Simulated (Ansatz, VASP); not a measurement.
**Sn in VASP and in Ansatz**

Contents of INCAR:

```
  ALGO = Normal
  EDIFF = 1E-6
  ENCUT = 520
  GGA = PE
  ISIF = 2
  ISMEAR = -1
  LASPH = T
  LCHARG = F
  LREAL = F
  LWAVE = F
  NBANDS = 13
  NELM = 100
  PREC = Accurate
  SIGMA = 0.05
```

KPOINTS

```
k-points
0
Gamma
  13 13 12
```

File POSCAR:

```
Sn
1.0
    2.8304654103      0.0000000000      0.0000000000
   -1.4152327051      2.4512549498      0.0000000000
    0.0000000000      0.0000000000      2.6693255588
Sn
1
Direct
    0.0000000000      0.0000000000      0.0000000000
```

Input for Ansatz:

```yaml
crystal:
  lattice:
    - [2.8304654103, 0.0, 0.0]
    - [-1.4152327051, 2.4512549498, 0.0]
    - [0.0, 0.0, 2.6693255588]
  atoms:
    - { symbol: Sn, position: [0.0, 0.0, 0.0] }
kpoints:
  mp_grid: { grid: [13, 13, 12] }
scf:
  occupations: { method: fermi_dirac, width: 0.05 }
hamiltonian:
  xc: pbe
  pseudopotentials: { kind: all_electron, lapw: { basis_error: 0.001 } }
output:
  forces: true
  stress: true
  eigenvalues: true
  populations: true
```

Change from the starting cell: volume scaled by 0.65, LAPW.

Alike in both runs: task single point; functional PBE; k mesh 13 × 13 × 12; occupations fermi-dirac, width 0.05 eV; no spin polarisation.

|  | VASP | Ansatz |
| --- | --- | --- |
| version | VASP 6.6.1 | Ansatz 0.2.0 |
| potentials or method | VASP PAW PBE potentials, release 64 (Sn_d), cutoff 520 eV | all-electron LAPW, scalar-relativistic |

|  | VASP | Ansatz | Ansatz less VASP |
| --- | --- | --- | --- |
| pressure (GPa) | 56.7 | 56.7 | +0.04 |

Both programs put the cell under a high pressure, so it lies far from rest at this level. Ansatz ran all-electron here, and VASP with PAW potentials.
